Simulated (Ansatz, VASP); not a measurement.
**Hg in VASP and in Ansatz**

```
CELL_PARAMETERS angstrom
2.73411 0.00000 0.00000
-1.36706 2.36781 0.00000
0.00000 0.00000 2.62263
ATOMIC_POSITIONS crystal
Hg 0.00000 0.00000 0.00000
```

Change from the starting cell: volume scaled by 0.6, LAPW.

Alike in both runs: task single point; functional PBE; k mesh 13 × 13 × 12; occupations fermi-dirac, width 0.1 eV; no spin polarisation.

```csv
,VASP,Ansatz
version,VASP 6.6.1,Ansatz 0.2.0
potentials or method,"VASP PAW PBE potentials, release 64 (Hg), cutoff 520 eV","all-electron LAPW, scalar-relativistic"
```

VASP gave:

- pressure (GPa): 64.3
- traceless stress, the component that is largest in VASP (GPa): -0.11

Q: Estimate Ansatz's values.

A: Pressure (GPa): 61.6; traceless stress, the component that is largest in VASP (GPa): -0.20.

Both programs put the cell under a high pressure, so it lies far from rest at this level. Ansatz ran all-electron here, and VASP with PAW potentials.

Spin-orbit coupling is off throughout. Noted on VASP's run: the cell as given lies far from equilibrium.
